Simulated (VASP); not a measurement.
A run of VASP 6.6.1 is set up as follows.

The input INCAR:

```
ALGO     = Normal         # electronic algorithm
EDIFF    = 1E-6           # SCF threshold, eV
ENCUT    = 600            # plane-wave cutoff, eV
GGA      = RP             # functional
GGA_COMPAT= False        
ISIF     = 2              # what is computed and relaxed
ISMEAR   = 0              # smearing method
LASPH    = True           # aspherical terms in the spheres
LCHARG   = False          # write CHGCAR
LREAL    = False          # projectors in reciprocal space
LWAVE    = False          # write WAVECAR
NBANDS   = 19             # bands
NELM     = 120            # most SCF steps
PREC     = Accurate       # precision mode
SIGMA    = 0.01           # smearing width, eV
```

Contents of KPOINTS:

```
k-points
0
Gamma
  6 6 6
```

The input POSCAR:

```
BaF2
1.0
    0.0000000000      3.1000500000      3.1000500000
    3.1000500000      0.0000000000      3.1000500000
    3.1000500000      3.1000500000      0.0000000000
Ba F
1 2
Direct
    0.0000000000      0.0000000000      0.0000000000
    0.2500000000      0.2500000000      0.2500000000
    0.7500000000      0.7500000000      0.7500000000
```

Potentials or basis: VASP PAW PBE potentials, release 64 (Ba_sv, F).

Command:

```console
$ cat potpaw_PBE.64/Ba_sv/POTCAR potpaw_PBE.64/F/POTCAR > POTCAR
$ mpirun -np 1 vasp_std > vasp.out
```

(1) Predict the pressure.

(2) What does it give for the band gap on the k mesh?

Results:

(1) 5.1 GPa.

(2) 7.08 eV, indirect (least direct gap 7.15 eV).

Caveat: the PAW data sets were made with another functional, which shifts forces and pressure a little; spin-orbit coupling is left out, which moves the levels of the heavy elements.
